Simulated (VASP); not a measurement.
# Si (R-3m) in VASP: notebook, part 2 of 2

VASP 6.6.1. The steps go on from the part before.

## (4) Electric field gradients, PBE (atom 2 (Si) moved by [0.028868, 0.028868, 0.028868] A)

File INCAR:

```
PREC = Accurate
ENCUT = 520
EDIFF = 1E-8
ISMEAR = -1
SIGMA = 0.08
LREAL = False
LASPH = True
NELM = 60
ALGO = Normal
ISIF = 2
LWAVE = False
LCHARG = False
GGA = PE
LEFG = True
NBANDS = 11
```

File KPOINTS:

```
Automatic mesh
0
Gamma
  12 12 12
```

File POSCAR:

```
Si
1.0
    0.0000000000      2.7154700000      2.7154700000
    2.7154700000      0.0000000000      2.7154700000
    2.7154700000      2.7154700000      0.0000000000
Si
2
Direct
    0.5000000000      0.5000000000      0.5000000000
    0.7553154702      0.7553154702      0.7553154702
```

Potentials or basis: VASP PAW PBE potentials, release 64 (Si).

The run is started by

```console
> cat potpaw_PBE.64/Si/POTCAR > POTCAR
> mpirun -np 1 vasp_std > vasp.out
```

OUTCAR:

```text
PREC = Accurate
   ENCUT = 520
   EDIFF = 1E-8
   ISMEAR = -1
   LREAL = False
   LASPH = True
   NELM = 60
   ISIF = 2
   GGA = PE

 ion  position               nearest neighbor table
   1  0.500  0.500  0.500-   2 2.34   2 2.34   2 2.34   2 2.40
   2  0.755  0.755  0.755-   1 2.34   1 2.34   1 2.34   1 2.40

  LATTYP: Found a face centered cubic cell.
 ALAT       =     5.4309400000

  Lattice vectors:

 A1 = (   0.0000000000,   2.7154700000,   2.7154700000)
 A2 = (   2.7154700000,   0.0000000000,   2.7154700000)
 A3 = (   2.7154700000,   2.7154700000,   0.0000000000)

Analysis of symmetry for initial positions (statically):
=====================================================================
 Subroutine PRICEL returns:
 Original cell was already a primitive cell.

 Routine SETGRP: Setting up the symmetry group for a
 face centered cubic supercell.

 Subroutine GETGRP returns: Found 12 space group operations
 (whereof  6 operations were pure point group operations)
 out of a pool of 48 trial point group operations.

The static configuration has the point symmetry C_3v.
 The point group associated with its full space group is D_3d.

Analysis of symmetry for dynamics (positions and initial velocities):
=====================================================================
 Subroutine PRICEL returns:
 Original cell was already a primitive cell.

 Routine SETGRP: Setting up the symmetry group for a
 face centered cubic supercell.

 Subroutine GETGRP returns: Found 12 space group operations
 (whereof  6 operations were pure point group operations)
 out of a pool of 48 trial point group operations.

The dynamic configuration has the point symmetry C_3v.
[... 482 lines left out ...]
      4       4.5392      2.00000
      5       7.9709      0.00000
      6       9.1426      0.00000
      7       9.7108      0.00000
      8      12.7744      0.00000
      9      14.5732      0.00000
     10      15.5101      0.00000
     11      16.2613      0.00000

 [... further k-points ...]

------------------------ aborting loop because EDIFF is reached ----------------------------------------

  FORCE on cell =-STRESS in cart. coord.  units (eV):
  Direction    XX          YY          ZZ          XY          YZ          ZX
  --------------------------------------------------------------------------------------
  -------------------------------------------------------------------------------------
  Total        0.5007316      0.5007316      0.5007316     -0.2707001     -0.2707001     -0.2707001
  in kB       20.0332097     20.0332097     20.0332097    -10.8301357    -10.8301357    -10.8301357
  external PRESSURE =      20.0332097 kB  Pullay stress =       0.0000000 kB

 VOLUME and BASIS-vectors are now :
 -----------------------------------------------------------------------------
  energy-cutoff  :      520.00
  volume of cell :       40.05
      direct lattice vectors                 reciprocal lattice vectors
     0.000000000  2.715470000  2.715470000    -0.184130187  0.184130187  0.184130187
     2.715470000  0.000000000  2.715470000     0.184130187 -0.184130187  0.184130187
     2.715470000  2.715470000  0.000000000     0.184130187  0.184130187 -0.184130187

 POSITION                                       TOTAL-FORCE (eV/Angst)
 -----------------------------------------------------------------------------------
      2.71547      2.71547      2.71547         0.360004      0.360004      0.360004
      4.10207      4.10207      4.10207        -0.360004     -0.360004     -0.360004
 -----------------------------------------------------------------------------------
    total drift:                                0.000000      0.000000      0.000000

  FREE ENERGIE OF THE ION-ELECTRON SYSTEM (eV)
  ---------------------------------------------------
  free  energy   TOTEN  =       -10.8288012118 eV

  energy  without entropy=      -10.8282507381  energy(sigma->0) =      -10.82852597

 Electric field gradients (V/A^2)
---------------------------------------------------------------------
 ion       V_xx      V_yy      V_zz      V_xy      V_xz      V_yz
---------------------------------------------------------------------
   1       0.000     0.000     0.000     2.787     2.787     2.787
   2      -0.000     0.000    -0.000     2.787     2.787     2.787
---------------------------------------------------------------------

 Electric field gradients after diagonalization (V/A^2)
 (convention: |V_zz| > |V_xx| > |V_yy|)
----------------------------------------------------------------------
 ion       V_xx      V_yy      V_zz     asymmetry (V_yy - V_xx)/ V_zz
----------------------------------------------------------------------
   1      -2.787    -2.787     5.574       0.000
   2      -2.787    -2.787     5.574       0.000
----------------------------------------------------------------------

           NMR quadrupolar parameters

 Cq : quadrupolar parameter    Cq=e*Q*V_zz/h
 eta: asymmetry parameters     (V_yy - V_xx)/ V_zz
 Q  : nuclear electric quadrupole moment in mb (millibarn)
----------------------------------------------------------------------
 ion       Cq(MHz)       eta       Q (mb)
----------------------------------------------------------------------
   1       0.013       0.000       1.000
   2       0.013       0.000       1.000
----------------------------------------------------------------------
```

OSZICAR:

```text
N       E                     dE             d eps       ncg     rms          rms(c)
DAV:   1     0.875186922459E+01    0.87519E+01   -0.33199E+03  4158   0.589E+02
DAV:   2    -0.104320372228E+02   -0.19184E+02   -0.18359E+02  5458   0.870E+01
DAV:   3    -0.110048577680E+02   -0.57282E+00   -0.57083E+00  5289   0.134E+01
DAV:   4    -0.110091314920E+02   -0.42737E-02   -0.42732E-02  4953   0.145E+00
DAV:   5    -0.110091745848E+02   -0.43093E-04   -0.43092E-04  5310   0.137E-01    0.489E+00
DAV:   6    -0.108842151535E+02    0.12496E+00   -0.71463E-02  4728   0.110E+00    0.298E+00
DAV:   7    -0.108273359171E+02    0.56879E-01   -0.13723E-01  4843   0.163E+00    0.185E-01
DAV:   8    -0.108285759554E+02   -0.12400E-02   -0.60775E-03  4772   0.421E-01    0.814E-02
DAV:   9    -0.108287746607E+02   -0.19871E-03   -0.18999E-04  5247   0.853E-02    0.609E-02
DAV:  10    -0.108288006022E+02   -0.25941E-04   -0.23186E-05  4948   0.275E-02    0.629E-03
DAV:  11    -0.108288010219E+02   -0.41969E-06   -0.20477E-06  5149   0.742E-03    0.337E-03
DAV:  12    -0.108288011677E+02   -0.14580E-06   -0.42815E-07  4674   0.410E-03    0.212E-03
DAV:  13    -0.108288012079E+02   -0.40225E-07   -0.68697E-09  5516   0.495E-04    0.182E-04
DAV:  14    -0.108288012118E+02   -0.38874E-08   -0.62333E-10  2754   0.168E-04
   1 F= -.10828801E+02 E0= -.10828526E+02  d E =-.550474E-03
```

stdout:

```text
POSCAR found type information on POSCAR Si
 POSCAR found :  1 types and       2 ions
 scaLAPACK will be used
 LDA part: xc-table for (Slater+PW92), standard interpolation
 POSCAR, INCAR and KPOINTS ok, starting setup
 FFT: planning ... GRIDC
 FFT: planning ... GRID_SOFT
 FFT: planning ... GRID
 WAVECAR not read
 entering main loop
ion   1

ion   2
```

Run time: 54 s. Hardware: 1 thread of AMD EPYC 9R45 (Zen 5), shared host; peak memory 0.17 GiB.

Results:

* Free energy: -10.8288 eV
* Pressure: 2.0 GPa
* Largest force: 0.624 eV/Å
* Band gap on the k mesh: 0.28 eV (least direct gap 2.12 eV)
* Largest electric field gradient by atom: Si +5.6 V/Å²

Forces on the atoms (eV/Å):
```
Si   0.360  0.360  0.360
Si  -0.360 -0.360 -0.360
```

Electric field gradients, principal values (V/Å²):
```tsv
atom	least	middle	greatest (by size)
1 Si	-2.787	-2.787	5.574
2 Si	-2.787	-2.787	5.574
```

Caveat: the cell differs from its parent crystal (atom 2 (Si) moved by [0.028868, 0.028868, 0.028868] A); without QUAD_EFG the Cq values of the log hold for a quadrupole moment of 1 mb, not for the nuclei. A k mesh can miss the band edges.
